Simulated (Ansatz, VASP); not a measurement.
## One calculation of AlN, two programs

```
Al N
1.0
    -3.13024    0.00000    0.00000
    -1.56512   -2.71087    0.00000
     0.00000    0.00000   10.53596
Al N
4 4
Direct
  0.33333 0.33333 0.62355
  0.33333 0.33333 0.14728
  0.66667 0.66667 0.86168
  0.66667 0.66667 0.38541
  0.33333 0.33333 0.80527
  0.33333 0.33333 0.32899
  0.66667 0.66667 0.09086
  0.66667 0.66667 0.56713
```

Alike in both runs: task single point; functional PBE; k mesh 8 × 8 × 3; occupations gaussian, width 0.05 eV; no spin polarisation.

|  | VASP | Ansatz |
| --- | --- | --- |
| version | VASP 6.6.1 | Ansatz 0.2.0 |
| potentials or method | VASP PAW PBE potentials, release 64 (Al, N), cutoff 520 eV | scalar-relativistic, plane waves, PAW |
| valence electrons in the cell | 32 | 32 |

|  | VASP | Ansatz | Ansatz less VASP |
| --- | --- | --- | --- |
| gap on the k mesh at the Fermi level (eV) | 2.68 | 2.67 | -0.013 |
| least direct gap on the mesh (eV) | 2.68 | 2.67 | -0.013 |
| pressure (GPa) | -4.4 | -4.1 | +0.26 |
| traceless stress, the component that is largest in VASP (GPa) | -6.30 | -6.29 | +0.001 |
| rms of the force components (eV/Å) | 0.590 | 0.594 | +0.0040 |

Atom by atom the forces differ by 0.004 eV/Å (rms over components). The functional is the same, so the differences come from potentials, cutoffs and numerics.
